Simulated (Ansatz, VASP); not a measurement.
**Sb2As2C in VASP and in Ansatz**

```
Sb As C
1.0
     4.56881    0.00000    0.00000
    -2.28441    3.95671    0.00000
     0.00000    0.00000   15.91316
Sb As C
4 4 2
Direct
  0.33333 0.66667 0.55179
  0.66667 0.33333 0.05179
  0.66667 0.33333 0.44821
  0.33333 0.66667 0.94821
  0.00000 0.00000 0.86072
  0.00000 0.00000 0.36072
  0.00000 0.00000 0.13928
  0.00000 0.00000 0.63928
  0.00000 0.00000 0.25000
  0.00000 0.00000 0.75000
```

Alike in both runs: functional PBE; k mesh 12 × 12 × 4; occupations gaussian, width 0.1 eV; no spin polarisation.

Ansatz relaxed the structure, and its values are those at the end. VASP's run is a single point on that final structure, the one shown.

|  | VASP | Ansatz |
| --- | --- | --- |
| version | VASP 6.6.1 | Ansatz 0.2.0 |
| potentials or method | VASP PAW PBE potentials, release 64 (Sb, As, C), cutoff 520 eV | scalar-relativistic, plane waves, PAW |
| valence electrons in the cell | 48 | 128 |

Ansatz gave:

| Property | Result |
| --- | --- |
| gap on the k mesh at the Fermi level (eV) | none |
| pressure (GPa) | 0.0 |
| rms of the force components (eV/Å) | 0.003 |

Task: What did VASP give for the same quantities?

Result: gap on the k mesh at the Fermi level (eV): none; pressure (GPa): 0.2; rms of the force components (eV/Å): 0.077.

A gap of «none» marks a metal or a gap that the smearing closes. VASP's potentials hold 48 valence electrons a cell and Ansatz's 128, so a difference there can come from the potentials and not from the codes.

Spin-orbit coupling is off throughout.
